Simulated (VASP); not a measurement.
Crystal: CdF2.

```
Cd F
1.0
     0.00000    2.69400    2.69400
     2.69400    0.00000    2.69400
     2.69400    2.69400    0.00000
Cd F
1 2
Direct
  0.00000 0.00000 0.00000
  0.25000 0.25000 0.25000
  0.75000 0.75000 0.75000
```

Base run:

```yaml
Program: VASP 6.6.1
Functional: PBEsol
Potentials_or_basis: VASP PAW PBE potentials, release 64 (Cd, F)
Cutoff: 520 eV
k_mesh: 10 × 10 × 10
Occupations: gaussian, width 0.05 eV
Spin: no spin polarisation
```

Its results: band gap on the k mesh 2.91 eV, indirect (least direct gap 3.39 eV); pressure 0.5 GPa.

**Question.** The run is repeated on the same cell with these changes: functional from PBEsol to r2SCAN. What comes out?

**Answer.** Band gap on the k mesh 3.76 eV, indirect (least direct gap 4.25 eV); pressure 1.0 GPa.

r2SCAN gives the wider gap, since meta-GGAs in the generalised Kohn-Sham scheme recover part of the derivative discontinuity.

Caveats: the PAW data sets were made with another functional, which shifts forces and pressure a little.

A k mesh can miss the band edges.
